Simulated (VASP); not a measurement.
Au, 1 atom in the cell. It takes space group Pm-3m (No. 221, cubic). The conventional cell has a = 2.748 Å, b = 2.748 Å, c = 2.748 Å, α = 90.00°, β = 90.00°, γ = 90.00°. Au (site symmetry m-3m) has 6 Au at 2.75 Å within 3.6 Å. This isn't the form of Au at room conditions, which is fcc.

| Property | Result |
| --- | --- |
| Program | VASP 6.6.1 |
| Task | single point |
| Functional | PBE |
| Potentials or basis | VASP PAW PBE potentials, release 64 (Au) |
| Cutoff | 520 eV |
| k mesh | 19 × 19 × 19 |
| Occupations | fermi-dirac, width 0.1 eV |
| Spin | no spin polarisation |
| Dipole correction | no |
| Further INCAR settings | ALGO = Normal; EDIFF = 1e-06; NBANDS = 12 |

Potentials or basis: VASP PAW PBE potentials, release 64 (Au).

Run with:

```bash
$ cat potpaw_PBE.64/Au/POTCAR > POTCAR
$ mpirun -np 1 vasp_std > vasp.out
```

Hardware: 1 thread of AMD EPYC 7R13 Processor (Zen 3), with other jobs on the host.

Q: How long does it take, and how much memory?

A: Run time: 22 s on 1 thread of AMD EPYC 7R13 Processor (Zen 3), with other jobs on the host, peak memory 0.14 GiB. Counts: scf iterations 11, k points 220.
